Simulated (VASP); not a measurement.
Runs of VASP 6.6.1 on Al. The cells are those of the table. 

```tsv
cell	further INCAR settings	gap on the mesh (eV)	pressure (GPa)	largest force (eV/Å)
a = 2.804, b = 2.804, c = 14.081 Å, angles 84.9, 87.5, 60.0°, 6 atoms	ALGO = Fast; EDIFF = 1e-06; NBANDS = 18	none	1.2	(c)
a = 2.804, b = 2.804, c = 14.337 Å, angles 79.4, 80.0, 60.0°, 6 atoms	ALGO = Fast; EDIFF = 1e-06; NBANDS = 18	none	2.5	1.89
a = 2.804, b = 2.804, c = 14.049 Å, angles 86.8, 87.5, 60.0°, 6 atoms	ALGO = Fast; EDIFF = 1e-07; NBANDS = 18	none	0.3	0.29
a = 2.804, b = 2.804, c = 14.296 Å, angles 79.3, 81.9, 60.0°, 6 atoms	ALGO = Fast; EDIFF = 1e-07; NBANDS = 18	none	1.2	(b)
a = 2.804, b = 2.804, c = 14.039 Å, angles 87.5, 88.7, 60.0°, 6 atoms	ALGO = Fast; EDIFF = 1e-06; NBANDS = 18	none	(a)	0.45
```

Alike in all rows: task single point; level PBE+D3(BJ); potentials or basis VASP PAW PBE potentials, release 64 (Al); no spin polarisation; k mesh 18 × 18 × 3; cutoff (eV) 520; smearing gaussian 0.15 eV.

**Question.** Fill in the values left out.

**Answer.** (a) 0.5; (b) 0.97; (c) 0.98.

Caveats: pairwise dispersion overbinds metals, which lowers pressure and volume; forces of over 1 eV/Å act on the atoms, so gaps and moduli don't describe the material at rest (some runs).

A gap of «none» marks levels without a gap at the run's occupations.
